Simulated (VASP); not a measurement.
# Na2BrCl (R-3m) in VASP: further runs

Na2BrCl is run at these levels: LDA; tasks: single point.

Program: VASP 6.6.1. These are calculated values, not measurements. Logs are shortened: lines on timing, memory, paths and dates and some standing lists are left out, and cuts for length are marked.

**1. The cell of the first run**

It takes space group R-3m (No. 166, trigonal). The conventional cell has a = 4.090 Å, b = 4.090 Å, c = 18.441 Å, α = 90.00°, β = 90.00°, γ = 120.00°. Na (site symmetry 3m) has 3 Cl at 2.77 Å and 3 Br at 2.86 Å within 3.7 Å. Within 3.8 Å of Br (site symmetry -3m) lie 6 Na at 2.86 Å. Cl (site symmetry -3m) has 6 Na at 2.77 Å within 3.7 Å.

**2. Single point, LDA**

Input file INCAR:

```
  PREC = Accurate
  ENCUT = 520
  EDIFF = 1E-7
  ISMEAR = 0
  SIGMA = 0.05
  LREAL = False
  LASPH = True
  NELM = 100
  ALGO = Normal
  ISIF = 2
  LWAVE = False
  LCHARG = True
  GGA = CA
  LELF = True
  LVHAR = True
  NBANDS = 22
```

Input file KPOINTS:

```
regular mesh
0
Gamma
  9 9 9
```

Input file POSCAR:

```
Na2BrCl
1.0
    2.0449161063      1.1806328644      6.1469757516
   -2.0449161063      1.1806328644      6.1469757516
    0.0000000000     -2.3612657288      6.1469757516
Na Br Cl
2 1 1
Direct
    0.2545086910      0.2545086910      0.2545086910
    0.7454913090      0.7454913090      0.7454913090
    0.5000000000      0.5000000000      0.5000000000
    0.0000000000      0.0000000000      0.0000000000
```

Potentials or basis: VASP PAW LDA potentials, release 64 (Na_pv, Br, Cl).

The run is started by

```bash
$ cat potpaw_LDA.64/Na_pv/POTCAR potpaw_LDA.64/Br/POTCAR potpaw_LDA.64/Cl/POTCAR > POTCAR
$ mpirun -np 1 vasp_std > vasp.out
```

OUTCAR:

```text
PREC = Accurate
   ENCUT = 520
   EDIFF = 1E-7
   ISMEAR = 0
   LREAL = False
   LASPH = True
   NELM = 100
   ISIF = 2
   GGA = CA

 ion  position               nearest neighbor table
   1  0.255  0.255  0.255-
   2  0.745  0.745  0.745-
   3  0.500  0.500  0.500-
   4  0.000  0.000  0.000-

  LATTYP: Found a trigonal (rhomboedric) cell.
 ALAT       =     6.5848983844
 COS(alpha) =     0.8071219388

  Lattice vectors:

 A1 = (   2.0449161063,   1.1806328644,   6.1469757516)
 A2 = (  -2.0449161063,   1.1806328644,   6.1469757516)
 A3 = (   0.0000000000,  -2.3612657288,   6.1469757516)

Analysis of symmetry for initial positions (statically):
=====================================================================
 Subroutine PRICEL returns:
 Original cell was already a primitive cell.

 Routine SETGRP: Setting up the symmetry group for a
 trigonal (rhombohedral) supercell.

 Subroutine GETGRP returns: Found 12 space group operations
 (whereof 12 operations were pure point group operations)
 out of a pool of 12 trial point group operations.

The static configuration has the point symmetry D_3d.

Analysis of symmetry for dynamics (positions and initial velocities):
=====================================================================
 Subroutine PRICEL returns:
 Original cell was already a primitive cell.

 Routine SETGRP: Setting up the symmetry group for a
 trigonal (rhombohedral) supercell.

 Subroutine GETGRP returns: Found 12 space group operations
 (whereof 12 operations were pure point group operations)
 out of a pool of 12 trial point group operations.

The dynamic configuration has the point symmetry D_3d.

 Subroutine INISYM returns: Found 12 space group operations
 (whereof 12 operations are pure point group operations),
 and found     1 'primitive' translations

----------------------------------------------------------------------------------------

                                     Primitive cell

  volume of cell :      89.0437

  direct lattice vectors                    reciprocal lattice vectors
     2.044916106  1.180632864  6.146975752     0.244508808  0.141167226  0.054227208
    -2.044916106  1.180632864  6.146975752    -0.244508808  0.141167226  0.054227208
     0.000000000 -2.361265729  6.146975752     0.000000000 -0.282334452  0.054227208

  length of vectors
     6.584898384  6.584898384  6.584898384     0.287494927  0.287494927  0.287494927

  position of ions in fractional coordinates (direct lattice)
     0.254508691  0.254508691  0.254508691
     0.745491309  0.745491309  0.745491309
     0.500000000  0.500000000  0.500000000
     0.000000000  0.000000000  0.000000000

  ion indices of the primitive-cell ions
   primitive index   ion index
                 1           1
                 2           2
                 3           3
                 4           4

----------------------------------------------------------------------------------------

 KPOINTS: regular mesh

Automatic generation of k-mesh.
 Grid dimensions read from file:
 generate k-points for:    9    9    9

 Generating k-lattice:

  Cartesian coordinates                     Fractional coordinates (reciprocal lattice)
     0.027167645  0.015685247  0.006025245     0.111111111 -0.000000000 -0.000000000
    -0.027167645  0.015685247  0.006025245    -0.000000000  0.111111111 -0.000000000
     0.000000000 -0.031370495  0.006025245    -0.000000000 -0.000000000  0.111111111

  Length of vectors
     0.031943881  0.031943881  0.031943881

  Shift w.r.t. Gamma in fractional coordinates (k-lattice)
     0.000000000  0.000000000  0.000000000

 Subroutine IBZKPT returns following result:
 ===========================================

 Found     85 irreducible k-points:

 Following reciprocal coordinates:
            Coordinates               Weight
  0.000000  0.000000  0.000000      1.000000
  0.111111 -0.000000 -0.000000      6.000000
  0.222222  0.000000 -0.000000      6.000000
  0.333333  0.000000 -0.000000      6.000000
  0.444444  0.000000 -0.000000      6.000000
  0.111111  0.111111 -0.000000      6.000000
[... 16 lines left out ...]
 -0.333333  0.333333  0.000000      6.000000
  0.444444  0.444444 -0.000000      6.000000
 [... further k-points ...]
   k-points           NKPTS =     85   k-points in BZ     NKDIM =     85   number of bands    NBANDS=     22
   number of dos      NEDOS =    301   number of ions     NIONS =      4
   total plane-waves  NPLWV = 125000
   dimension x,y,z NGX =    50 NGY =   50 NGZ =   50
   dimension x,y,z NGXF=   100 NGYF=  100 NGZF=  100
   ions per type =               2   1   1
   NGX,Y,Z   is equivalent  to a cutoff of  12.62, 12.62, 12.62 a.u.
   NGXF,Y,Z  is equivalent  to a cutoff of  25.25, 25.25, 25.25 a.u.
 SYSTEM =  unknown system
   PREC   = accura    normal or accurate (medium, high low for compatibility)
   ISTART =      0    job   : 0-new  1-cont  2-samecut
   ICHARG =      2    charge: 1-file 2-atom 10-const
   ISPIN  =      1    spin polarized calculation?
   LNONCOLLINEAR =      F non collinear calculations
   LSORBIT =      F    spin-orbit coupling
   LASPH  =      T    aspherical Exc in radial PAW
   ENCUT  =  520.0 eV  38.22 Ry    6.18 a.u.  12.24 12.24 12.24*2*pi/ulx,y,z
   NELM   =    100;   NELMIN=  2; NELMDL= -5     # of ELM steps
   EDIFF  = 0.1E-06   stopping-criterion for ELM
   LREAL  =      F    real-space projection
   EDIFFG = 0.1E-05   stopping-criterion for IOM
   NSW    =      0    number of steps for IOM
   IBRION =     -1    ionic relax: 0-MD 1-quasi-New 2-CG
   NFREE  =      0    steps in history (QN), initial steepest desc. (CG)
   ISIF   =      2    stress and relaxation
   ISYM   =      2    0-nonsym 1-usesym 2-fastsym
   POTIM  = 0.5000    time-step for ionic-motion
   TEBEG  =    0.0;   TEEND  =   0.0 temperature during run
   PSTRESS=    0.0 pullay stress
   NELECT =      28.0000    total number of electrons
   NUPDOWN=      -1.0000    fix difference up-down
   EMIN   =  10.00;   EMAX   =-10.00  energy-range for DOS
   EFERMI =   0.00;   METHOD = LEGACY
   ISMEAR =     0;   SIGMA  =   0.05  broadening in eV -4-tet -1-fermi 0-gaus
   EFERMI_NEDOS =   21; number of points for ismear=-14 and -15
   IALGO  =     38    algorithm
   IMIX   =      4    mixing-type and parameters
     AMIX     =   0.40;   BMIX     =  1.00
     AMIX_MAG =   1.60;   BMIX_MAG =  1.00
  volume/ion in A,a.u.               =      22.26       150.22
  Fermi-wavevector in a.u.,A,eV,Ry     =   1.113251  2.103740 16.862082  1.239328
  Thomas-Fermi vector in A             =   2.249834
   LORBIT       =      0    0 simple, 1 ext, 2 COOP (PROOUT), +10 PAW based schemes
   GGA     = CA    functional components
   LHFCALC =     F    Hartree Fock is set to
   AEXX    =    0.0000 exact exchange contribution
   IVDW    =     0    specifies the selected vdW correction
   LEPSILON=     F    determine dielectric tensor
   LRPA    =     F    only Hartree local field effects (RPA)
 non-spin polarized calculation
 Gauss-broadening in eV      SIGMA  =   0.05
  energy-cutoff  :      520.00
  volume of cell :       89.04
 maximum number of plane-waves:      2423
 NGX is ok and might be reduce to    50

 number of electron      27.9999997 magnetization

 Free energy of the ion-electron system (eV)
  ---------------------------------------------------
  ext. energy  EPLUGINS =         0.00000000
  ---------------------------------------------------
  free energy    TOTEN  =       -14.09101133 eV

  energy without entropy =      -14.09101133  energy(sigma->0) =      -14.09101133

 E-fermi :   0.2015     XC(G=0):  -8.9813

 val. band max:       -0.0956069591   @ k =   0.0000   0.0000   0.0000
 cond. band min:       4.1956631830   @ k =   0.0000   0.0000   0.0000
 fundamental gap:      4.2912701422
 Fermi energy:         0.2015105228

 k-point     1 :       0.0000    0.0000    0.0000
  band No.  band energies     occupation
      1     -21.4181      2.00000
      2     -21.3790      2.00000
      3     -21.3756      2.00000
      4     -21.3756      2.00000
      5     -21.3713      2.00000
      6     -21.3713      2.00000
[... 14 lines left out ...]
     21      10.9065      0.00000
     22      11.0027      0.00000

 k-point     2 :       0.1111   -0.0000   -0.0000
  band No.  band energies     occupation
      1     -21.4161      2.00000
      2     -21.3801      2.00000
      3     -21.3770      2.00000
      4     -21.3760      2.00000
      5     -21.3741      2.00000
      6     -21.3717      2.00000
[... 14 lines left out ...]
     21      10.7591      0.00000
     22      11.0058      0.00000

 k-point     3 :       0.2222    0.0000   -0.0000
  band No.  band energies     occupation
      1     -21.4109      2.00000
      2     -21.3840      2.00000
      3     -21.3812      2.00000
      4     -21.3795      2.00000
      5     -21.3770      2.00000
      6     -21.3729      2.00000
[... 14 lines left out ...]
     21      10.3766      0.00000
     22      10.7160      0.00000

 k-point     4 :       0.3333    0.0000   -0.0000
  band No.  band energies     occupation
      1     -21.4043      2.00000
      2     -21.3900      2.00000
      3     -21.3875      2.00000
      4     -21.3831      2.00000
      5     -21.3782      2.00000
      6     -21.3743      2.00000
[... 14 lines left out ...]
     21      10.6686      0.00000
     22      11.0681      0.00000

 k-point     5 :       0.4444    0.0000   -0.0000
  band No.  band energies     occupation
      1     -21.3991      2.00000
      2     -21.3942      2.00000
      3     -21.3907      2.00000
      4     -21.3870      2.00000
      5     -21.3789      2.00000
      6     -21.3752      2.00000
[... 417 lines left out ...]
 k-point    22 :      -0.4444    0.3333    0.0000
  band No.  band energies     occupation
      1     -21.4029      2.00000
      2     -21.3997      2.00000
      3     -21.3885      2.00000
      4     -21.3817      2.00000
      5     -21.3792      2.00000
      6     -21.3766      2.00000
[... 14 lines left out ...]
     21      11.0142      0.00000
     22      11.9506      0.00000

 k-point    23 :      -0.3333    0.3333    0.0000
  band No.  band energies     occupation
      1     -21.3994      2.00000
      2     -21.3960      2.00000
      3     -21.3932      2.00000
      4     -21.3837      2.00000
      5     -21.3808      2.00000
      6     -21.3775      2.00000
[... 14 lines left out ...]
     21      10.8431      0.00000
     22      11.7547      0.00000

 k-point    24 :       0.4444    0.4444   -0.0000
  band No.  band energies     occupation
      1     -21.4074      2.00000
      2     -21.4029      2.00000
      3     -21.3823      2.00000
      4     -21.3808      2.00000
      5     -21.3798      2.00000
      6     -21.3719      2.00000
[... 14 lines left out ...]
     21      11.0235      0.00000
     22      13.1750      0.00000

 [... further k-points ...]
[... 5 lines left out ...]
  --------------------------------------------------------------------------------------
  -------------------------------------------------------------------------------------
  Total       -0.3147563     -0.3147563      0.5988522      0.0000000      0.0000000      0.0000000
  in kB       -5.6634607     -5.6634606     10.7752446      0.0000000      0.0000000      0.0000000
  external PRESSURE =      -0.1838922 kB  Pullay stress =       0.0000000 kB

 VOLUME and BASIS-vectors are now :
 -----------------------------------------------------------------------------
  energy-cutoff  :      520.00
  volume of cell :       89.04
      direct lattice vectors                 reciprocal lattice vectors
     2.044916106  1.180632864  6.146975752     0.244508808  0.141167226  0.054227208
    -2.044916106  1.180632864  6.146975752    -0.244508808  0.141167226  0.054227208
     0.000000000 -2.361265729  6.146975752     0.000000000 -0.282334452  0.054227208

 POSITION                                       TOTAL-FORCE (eV/Angst)
 -----------------------------------------------------------------------------------
      0.00000      0.00000      4.69338         0.000000      0.000000      0.015591
      0.00000      0.00000     13.74755         0.000000      0.000000     -0.015591
      0.00000      0.00000      9.22046        -0.000000     -0.000000      0.000000
      0.00000      0.00000      0.00000         0.000000      0.000000      0.000000
 -----------------------------------------------------------------------------------
    total drift:                                0.000000      0.000000     -0.000000

  FREE ENERGIE OF THE ION-ELECTRON SYSTEM (eV)
  ---------------------------------------------------
  free  energy   TOTEN  =       -14.0910113302 eV

  energy  without entropy=      -14.0910113302  energy(sigma->0) =      -14.09101133
```

It took 6.1 min on 1 thread of Intel Xeon Platinum 8259CL at 2.50GHz (Skylake/Cascade Lake), shared host; peak memory 0.37 GiB.

What came out:

```yaml
Free_energy: -14.0910 eV
Pressure: 0.0 GPa
Largest_force: 0.016 eV/Å
Band_gap_on_the_k_mesh: 4.29 eV, direct
```

Forces in eV/Å, atoms in the order of the input:
```
Na   0.000  0.000  0.016
Na   0.000  0.000 -0.016
Br   0.000  0.000  0.000
Cl   0.000  0.000  0.000
```

Stress tensor (GPa, compression positive):
```
-0.57  0.00  0.00
 0.00 -0.57  0.00
 0.00  0.00  1.08
```

 A k mesh can miss the band edges.

**3. Single point, LDA**

This run uses another cell than the first one, of the same volume but with other edges.

Input file INCAR:

```
SYSTEM = Na2BrCl
PREC     = Accurate       ! precision mode
ENCUT    = 520            ! plane-wave cutoff, eV
EDIFF    = 1E-6           ! SCF threshold, eV
ISMEAR   = 0              ! smearing method
SIGMA    = 0.05           ! smearing width, eV
LREAL    = .FALSE.        ! projectors in reciprocal space
LASPH    = .TRUE.         ! aspherical terms in the spheres
NELM     = 100            ! most SCF steps
ALGO     = Normal         ! electronic algorithm
ISIF     = 2              ! what is computed and relaxed
LWAVE    = .FALSE.        ! write WAVECAR
LCHARG   = .FALSE.        ! write CHGCAR
NBANDS   = 22             ! bands
```

Input file KPOINTS:

```
regular mesh
0
G
  9 9 9
  0 0 0
```

Input file POSCAR:

```
Na2BrCl
1.0
    1.9567785167      1.1297466034      6.7131932271
   -1.9567785167      1.1297466034      6.7131932271
    0.0000000000     -2.2594932068      6.7131932271
Na Br Cl
2 1 1
Direct
    0.2545086910      0.2545086910      0.2545086910
    0.7454913090      0.7454913090      0.7454913090
    0.5000000000      0.5000000000      0.5000000000
    0.0000000000      0.0000000000      0.0000000000
```

Potentials or basis: VASP PAW LDA potentials, release 64 (Na_pv, Br, Cl).

The run is started by

```bash
$ cat potpaw_LDA.64/Na_pv/POTCAR potpaw_LDA.64/Br/POTCAR potpaw_LDA.64/Cl/POTCAR > POTCAR
$ mpirun -np 1 vasp_std > vasp.out
```

Run time: 8.1 min. Hardware: 1 thread of Intel Xeon Platinum 8259CL at 2.50GHz (Skylake/Cascade Lake), shared host; peak memory 0.39 GiB.

Results (log left out):

```yaml
Free_energy: -14.1070 eV
Pressure: 0.0 GPa
Largest_force: 0.008 eV/Å
Band_gap_on_the_k_mesh: 4.02 eV, direct
```

Forces on the atoms (eV/Å):
```
Na   0.000  0.000 -0.008
Na   0.000  0.000  0.008
Br   0.000  0.000  0.000
Cl   0.000  0.000  0.000
```

Stress tensor (GPa, compression positive):
```
 0.43  0.00  0.00
 0.00  0.43  0.00
 0.00  0.00 -0.79
```

Levels at points of the mesh, in eV from the valence-band top:
| k point | band 10 | band 11 | band 12 | band 13 | band 14 | band 15 | band 16 | band 17 | band 18 | band 19 |
| --- | --- | --- | --- | --- | --- | --- | --- | --- | --- | --- |
| (0.00, 0.00, 0.00) | -1.11 | -1.11 | -0.65 | 0.00 | 0.00 | 4.02 | 6.16 | 9.37 | 9.88 | 9.92 |

 A k mesh can miss the band edges.
